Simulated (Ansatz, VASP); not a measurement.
## Ba3TaGa3Si2O14: VASP beside Ansatz

```
Ba Ta Ga Si O
1.0
     8.51500    0.00000    0.00000
    -4.25750    7.37421    0.00000
     0.00000    0.00000    5.19200
Ba Ta Ga Si O
3 1 3 2 14
Direct
  0.43201 0.00000 0.00000
  0.00000 0.43201 0.00000
  0.56799 0.56799 0.00000
  0.00000 0.00000 0.00000
  0.74563 0.00000 0.50000
  0.00000 0.74563 0.50000
  0.25437 0.25437 0.50000
  0.33333 0.66667 0.47789
  0.66667 0.33333 0.52211
  0.33333 0.66667 0.78668
  0.66667 0.33333 0.21332
  0.47357 0.29797 0.65164
  0.70203 0.17560 0.65164
  0.82440 0.52643 0.65164
  0.29797 0.47357 0.34836
  0.17560 0.70203 0.34836
  0.52643 0.82440 0.34836
  0.21863 0.10375 0.22605
  0.89625 0.11488 0.22605
  0.88512 0.78137 0.22605
  0.10375 0.21863 0.77395
  0.11488 0.89625 0.77395
  0.78137 0.88512 0.77395
```

Alike in both runs: functional PBE; k mesh 4 × 4 × 5; occupations fermi-dirac, width 0.02 eV; no spin polarisation.

Ansatz relaxed the structure, and its values are those at the end. VASP's run is a single point on that final structure, the one shown.

|  | VASP | Ansatz |
| --- | --- | --- |
| version | VASP 6.6.1 | Ansatz 0.2.0 |
| potentials or method | VASP PAW PBE potentials, release 64 (Ba_sv, Ta_pv, Ga_d, Si, O) | plane-wave PAW, scalar-relativistic |
| plane-wave cutoff (eV) | 520 | 420 |
| valence electrons in the cell | 172 | 174 |

```tsv
	VASP	Ansatz	Ansatz less VASP
gap on the k mesh at the Fermi level (eV)	3.88	3.90	+0.029
pressure (GPa)	4.4	3.4	-0.93
rms of the force components (eV/Å)	0.023	0.002	-0.0210
```

The functional is the same, so the differences come from potentials, cutoffs and numerics. VASP's potentials hold 172 valence electrons a cell and Ansatz's 174, so a difference there can come from the potentials and not from the codes. Ansatz's warnings: stress scf threshold loose.

Neither program's run includes spin-orbit coupling.
